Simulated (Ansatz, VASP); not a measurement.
## C in VASP and in Ansatz

```
CELL_PARAMETERS angstrom
0.34482 1.82422 3.43953
2.91972 -0.99385 4.75110
2.37175 2.61504 -0.43487
ATOMIC_POSITIONS crystal
C 0.21596 0.21396 0.75753
C 0.08274 0.96025 0.41031
C 0.00707 0.44000 0.10909
C 0.77869 0.28956 0.72042
C 0.36851 0.03633 0.11441
C 0.60052 0.09826 0.34504
C 0.42935 0.39715 0.14835
C 0.51717 0.56450 0.39484
```

Change from the starting cell: fcc type (Fm-3m, No. 225); cell x8, atoms moved at random (sigma 0.1 Å) and cell strained at random (1.5 %), then relaxed without symmetry.

Alike in both runs: functional PBE; k mesh 6 × 6 × 6; occupations gaussian, width 0.1 eV; no spin polarisation.

Ansatz relaxed the structure, and its values are those at the end. VASP's run is a single point on that final structure, the one shown.

|  | VASP | Ansatz |
| --- | --- | --- |
| version | VASP 6.6.1 | Ansatz 0.2.0 |
| potentials or method | VASP PAW PBE potentials, release 64 (C), cutoff 520 eV | scalar-relativistic, plane waves, PAW |
| valence electrons in the cell | 32 | 32 |

|  | VASP | Ansatz | Ansatz less VASP |
| --- | --- | --- | --- |
| gap on the k mesh at the Fermi level (eV) | 2.20 | 2.21 | +0.004 |
| least direct gap on the mesh (eV) | 2.59 | 2.59 | +0.001 |
| pressure (GPa) | 0.6 | 0.0 | -0.62 |
| rms of the force components (eV/Å) | 0.026 | 0.002 | -0.0234 |
